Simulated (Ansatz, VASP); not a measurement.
**Two plane-wave programs on ScNb**

```xyz
2
Lattice="3.0656 0.0000 0.0000 -1.5328 2.6549 0.0000 0.0000 0.0000 5.0722" Properties=species:S:1:pos:R:3 pbc="T T T"
Nb    0.0000    1.7700    2.5361
Sc    0.0000    0.0000    0.0000
```

Alike in both runs: task relaxation of cell and atoms; functional PBEsol; k mesh 10 × 10 × 5; occupations fermi-dirac, width 0.05 eV; no spin polarisation.

```csv
,VASP,Ansatz
version,VASP 6.6.1,Ansatz 0.2.0
potentials or method,"VASP PAW PBE potentials, release 64 (Nb_sv, Sc_sv)",Ansatz PAW
plane-wave cutoff (eV),600,420
valence electrons in the cell,24,24
```

Ansatz gave:

```
gap on the k mesh at the Fermi level, each at its own relaxed structure (eV)  : none
relaxed volume (Å³/atom)                                                      : 19.82
relaxed length of the cell vector where the two differ most in proportion (Å) : 4.996
```

What did VASP give for the same quantities?

gap on the k mesh at the Fermi level, each at its own relaxed structure (eV): none; relaxed volume (Å³/atom): 19.83; relaxed length of the cell vector where the two differ most in proportion (Å): 5.001.

VASP's potentials were made for PBE, not for PBEsol. A gap of «none» marks a metal or a gap that the smearing closes.

Noted on Ansatz's run: the plane-wave basis is chosen anew once the cell has moved, so the energies of steps on either side of that aren't comparable.
